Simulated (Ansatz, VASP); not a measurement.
One calculation of MnSi, two programs

```
CELL_PARAMETERS angstrom
4.32912 0.00000 0.00000
0.00000 4.32912 0.00000
0.00000 0.00000 4.32912
ATOMIC_POSITIONS crystal
Mn 0.13978 0.13978 0.13978
Mn 0.36022 0.86022 0.63978
Mn 0.63978 0.36022 0.86022
Mn 0.86022 0.63978 0.36022
Si 0.84649 0.84649 0.84649
Si 0.65351 0.15351 0.34649
Si 0.34649 0.65351 0.15351
Si 0.15351 0.34649 0.65351
```

Alike in both runs: functional PBE; k mesh 8 × 8 × 8; occupations gaussian, width 0.1 eV; collinear spin.

Ansatz relaxed the structure, and its values are those at the end. VASP's run is a single point on that final structure, the one shown.

```csv
,VASP,Ansatz
version,VASP 6.6.1,Ansatz 0.2.0
potentials or method,"VASP PAW PBE potentials, release 64 (Mn_pv, Si), cutoff 520 eV","scalar-relativistic, plane waves, PAW"
valence electrons in the cell,68,76
```

|  | VASP | Ansatz | Ansatz less VASP |
| --- | --- | --- | --- |
| gap on the k mesh at the Fermi level (eV) | none | none | - |
| rms of the force components (eV/Å) | 0.007 | 0.000 | -0.0063 |
| net moment per atom (μB) | 0.38 | 0.38 | 0.000 |
| size of the moment on the site where the two differ most (μB) | 0.78 | 0.73 | -0.048 |

Site moments also hang on the region over which each program counts them. A gap of «none» marks a metal or a gap that the smearing closes. VASP's potentials hold 68 valence electrons a cell and Ansatz's 76, so a difference there can come from the potentials and not from the codes. Ansatz's warnings: stress scf threshold loose.
